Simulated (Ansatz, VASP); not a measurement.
**P: VASP beside Ansatz**

```
P
1.0
     0.00000    2.67488    2.67488
     2.67488    0.00000    2.67488
     2.67488    2.67488    0.00000
P
2
Direct
  0.12500 0.12500 0.12500
  0.87500 0.87500 0.87500
```

Alike in both runs: task single point; functional r2SCAN; k mesh 11 × 11 × 11; occupations fermi-dirac, width 0.1 eV; no spin polarisation.

|  | VASP | Ansatz |
| --- | --- | --- |
| version | VASP 6.6.1 | Ansatz 0.2.0 |
| potentials or method | VASP PAW PBE potentials, release 64 (P), cutoff 520 eV | plane waves (500 eV) with PAW, scalar-relativistic |
| valence electrons in the cell | 10 | 10 |

VASP gave:

```
pressure (GPa) : 1.9
```

Problem. Estimate Ansatz's values.

Solution. Pressure (GPa): 2.1.

VASP's potentials were made for PBE, not for r2SCAN.
